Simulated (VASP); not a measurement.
A run of VASP 6.6.1 is set up as follows.

INCAR

```
PREC = Accurate
ENCUT = 520
EDIFF = 1E-6
ISMEAR = 0
SIGMA = 0.1
LREAL = False
LASPH = True
NELM = 100
ALGO = Normal
ISIF = 2
LWAVE = False
LCHARG = False
LDIPOL = True
IDIPOL = 3
DIPOL = 0.5 0.5 0.353
GGA = PE
NBANDS = 31
```

KPOINTS

```
regular mesh
0
Gamma
  9 9 1
```

The input POSCAR:

```
W3C
1.0
    2.8545944806      0.0000000000      0.0000000000
   -1.4272972403      2.4721513377      0.0000000000
    0.0000000000      0.0000000000     21.6971108210
W C
3 1
Direct
    0.6666666667      0.3333333333      0.1843563428
    0.3333333333      0.6666666667      0.2926027619
    0.0000000000      0.0000000000      0.4008418859
    0.3333333333     -0.3333333333      0.5358829070
```

Potentials or basis: VASP PAW PBE potentials, release 64 (W_sv, C).

Command:

```sh
$ cat potpaw_PBE.64/W_sv/POTCAR potpaw_PBE.64/C/POTCAR > POTCAR
$ mpirun -np 1 vasp_std > vasp.out
```

(1) What does it give for the largest force?

(2) What does it give for the band gap on the k mesh?

## Answers

(1) 1.576 eV/Å.

(2) zero (bands 23 and 24 overlap by 0.83 eV).

Caveat: spin-orbit coupling is left out, which moves the levels of the heavy elements.
